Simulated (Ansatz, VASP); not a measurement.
Given: the input of a run of VASP 6.6.1 on BN.

Contents of INCAR:

```
SYSTEM = BN
PREC     = Accurate       ! precision mode
ENCUT    = 520            ! plane-wave cutoff, eV
EDIFF    = 1E-7           ! SCF threshold, eV
ISMEAR   = -1             ! smearing method
SIGMA    = 0.05           ! smearing width, eV
LREAL    = .False.        ! projectors in reciprocal space
LASPH    = .True.         ! aspherical terms in the spheres
NELM     = 80             ! most SCF steps
ALGO     = Normal         ! electronic algorithm
ISIF     = 2              ! what is computed and relaxed
LWAVE    = .False.        ! write WAVECAR
LCHARG   = .True.         ! write CHGCAR
GGA      = PE             ! functional
LELF     = .True.         ! ELF
LVHAR    = .True.       
NBANDS   = 11             ! bands
```

Contents of KPOINTS:

```
Automatic mesh
0
Gamma
  12 12 12
  0 0 0
```

The input POSCAR:

```
BN
1.0
    1.2511217832      0.7223354983      3.3729344033
   -1.2511217832      0.7223354983      3.3729344033
    0.0000000000     -1.4446709966      3.3729344033
N B
1 1
Direct
    0.6913950000      0.6601140000      0.6460690000
   -0.0137900000      0.0128690000      0.0161470000
```

Potentials or basis: VASP PAW PBE potentials, release 64 (N, B).

Launch:

```sh
$ cat potpaw_PBE.64/N/POTCAR potpaw_PBE.64/B/POTCAR > POTCAR
$ mpirun -np 1 vasp_std > vasp.out
```

Question: Set up the same calculation for Ansatz 0.2.0. Potentials there: all-electron LAPW, scalar-relativistic.

Answer: As run (the cutoff follows the program's own potentials):

The input input.yaml:

```yaml
crystal:
  lattice:
    - [1.2511217832, 0.7223354983, 3.3729344033]
    - [-1.2511217832, 0.7223354983, 3.3729344033]
    - [0.0, -1.4446709966, 3.3729344033]
  atoms:
    - { symbol: "N", position: [0.691395, 0.660114, 0.646069] }
    - { symbol: B, position: [-0.01379, 0.012869, 0.016147] }
kpoints:
  mp_grid: { grid: [12, 12, 12] }
scf:
  occupations: { method: fermi_dirac, width: 0.05 }
hamiltonian:
  xc: pbe
  pseudopotentials: { kind: all_electron, lapw: { basis_error: 0.001 } }
output:
  forces: true
  stress: true
  eigenvalues: true
  populations: true
```

Potentials or basis: all-electron LAPW, scalar-relativistic.

Run with:

```bash
$ ansatz run input.yaml --threads 1 --pin off --max-ram 3072MiB --backend cpu --events-out ev --progress --plain --runs-dir out
```

Both were run:

|  | VASP | Ansatz | Ansatz less VASP |
| --- | --- | --- | --- |
| gap on the k mesh at the Fermi level (eV) | 3.72 | 3.72 | +0.001 |
| least direct gap on the mesh (eV) | 4.59 | 4.59 | 0.000 |
| pressure (GPa) | 6.7 | 6.7 | -0.04 |
| traceless stress, the component that is largest in VASP (GPa) | 9.96 | 9.83 | -0.126 |
| rms of the force components (eV/Å) | 2.133 | 2.139 | +0.0057 |

Atom by atom the forces differ by 0.006 eV/Å (rms over components). Ansatz ran all-electron here, and VASP with PAW potentials.
